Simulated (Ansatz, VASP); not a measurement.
Two plane-wave programs on Na

INCAR

```
SYSTEM = Na
ALGO = Normal
EDIFF = 1E-7
ENCUT = 520
GGA = RP
ISIF = 2
ISMEAR = -1
LASPH = .True.
LCHARG = .False.
LREAL = .False.
LWAVE = .False.
NBANDS = 22
NELM = 100
PREC = Accurate
SIGMA = 0.1
```

KPOINTS

```
k-points
0
Gamma
  11 11 3
  0 0 0
```

File POSCAR:

```
Na
1.0
    3.7769551850      0.0000000000      0.0000000000
   -1.8884775925      3.2709391392      0.0000000000
    0.0000000000      0.0000000000     12.2802598074
Na
4
Direct
    0.0000000000      0.0000000000      1.0000000000
    0.0000000000      0.0000000000      0.5000000000
    0.3333333333      0.6666666667      0.2500000000
    0.6666666667      0.3333333333      0.7500000000
```

Input for Ansatz:

```yaml
crystal:
  lattice:
    - [3.776955185, 0.0, 0.0]
    - [-1.8884775925, 3.2709391392, 0.0]
    - [0.0, 0.0, 12.2802598074]
  atoms:
    - { symbol: Na, position: [0.0, 0.0, 1.0] }
    - { symbol: Na, position: [0.0, 0.0, 0.5] }
    - { symbol: Na, position: [0.3333333333, 0.6666666667, 0.25] }
    - { symbol: Na, position: [0.6666666667, 0.3333333333, 0.75] }
hamiltonian:
  xc: rpbe
  pseudopotentials:
    kind: paw
    azcp:
      Na: "pseudopotentials/Na.paw.azcp"
basis:
  ecutwfc: 420
  fft_grid_basis: typed
kpoints:
  mp_grid: { grid: [11, 11, 3], shift: [0, 0, 0] }
magnetization:
  spin_polarized: false
scf:
  occupations: { method: fermi_dirac, width: 0.1 }
  lower_state_search: "off"
output:
  stress: true
```

Alike in both runs: task single point; functional RPBE; k mesh 11 × 11 × 3; occupations fermi-dirac, width 0.1 eV; no spin polarisation.

|  | VASP | Ansatz |
| --- | --- | --- |
| version | VASP 6.6.1 | Ansatz 0.2.0 |
| potentials or method | VASP PAW PBE potentials, release 64 (Na_pv), cutoff 520 eV | plane waves (420 eV) with PAW, scalar-relativistic |
| valence electrons in the cell | 28 | 36 |

|  | VASP | Ansatz | Ansatz less VASP |
| --- | --- | --- | --- |
| pressure (GPa) | 0.3 | 0.3 | 0.00 |
| traceless stress, the component that is largest in VASP (GPa) | 0.13 | 0.13 | -0.002 |

VASP's potentials were made for PBE, not for RPBE. VASP's potentials hold 28 valence electrons a cell and Ansatz's 36, so a difference there can come from the potentials and not from the codes.
